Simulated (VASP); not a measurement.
Set up this calculation in VASP 6.6.1, as the native input.

* Task: electrostatic potential
* Functional: HSE06
* Potentials or basis: VASP PAW PBE potentials, release 64 (Na_pv, F)
* Cutoff: 520 eV
* k mesh: 8 × 8 × 8
* Occupations: gaussian, width 0.02 eV
* Spin: no spin polarisation
* Grid for exact exchange (PRECFOCK): Fast
* Further INCAR settings: ALGO = Normal; EDIFF = 1e-06
* Share of exact exchange: 0.25
* Screening parameter: 0.2 1/Å

The system is NaF.

```
CELL_PARAMETERS angstrom
0.00000 2.27431 2.27431
2.27431 0.00000 2.27431
2.27431 2.27431 0.00000
ATOMIC_POSITIONS crystal
Na 0.00000 0.00000 0.00000
F 0.50000 0.50000 0.50000
```

These files were run (other wordings do the same):

POSCAR

```
NaF                                     
1.0
    0.0000000000      2.2743056719      2.2743056719
    2.2743056719      0.0000000000      2.2743056719
    2.2743056719      2.2743056719     -0.0000000000
  Na              F             
     1     1
Direct
     0.0000000000000000    0.0000000000000000    0.0000000000000000
     0.5000000000000000    0.5000000000000000    0.5000000000000000
```

INCAR.step1

```
PREC = Accurate
ENCUT = 520
EDIFF = 1E-5
ISMEAR = 0
SIGMA = 0.02
LREAL = False
LASPH = True
NELM = 80
ALGO = Normal
ISIF = 2
LWAVE = True
GGA = PE
KPAR = 4
```

INCAR.step2

```
PREC = Accurate
ENCUT = 520
EDIFF = 1E-6
ISMEAR = 0
SIGMA = 0.02
LREAL = False
LASPH = True
NELM = 80
ALGO = Normal
ISIF = 2
LWAVE = False
LCHARG = True
GGA = PE
LHFCALC = True
HFSCREEN = 0.2
PRECFOCK = Fast
LVHAR = True
ISTART = 1
KPAR = 4
```

KPOINTS

```
regular mesh
0
Gamma
  8 8 8
```

Potentials or basis: VASP PAW PBE potentials, release 64 (Na_pv, F).

Command:

```console
$ cat potpaw_PBE.64/Na_pv/POTCAR potpaw_PBE.64/F/POTCAR > POTCAR
$ cp INCAR.step1 INCAR
$ mpirun -np 4 vasp_std > vasp.out
$ cp INCAR.step2 INCAR
$ mpirun -np 4 vasp_std > vasp.out
```

Results of the run:

```
Pressure               : 3.5 GPa
Band gap on the k mesh : 8.82 eV
```

Caveat: the cell stands under pressure; the PAW data sets were made with another functional, which shifts forces and pressure a little.

It took 4.5 min on 4 MPI ranks on Intel(R) Xeon(R) Platinum 8175M CPU @ 2.50GHz (Skylake/Cascade Lake), on a shared host, peak memory 0.24 GiB a rank.
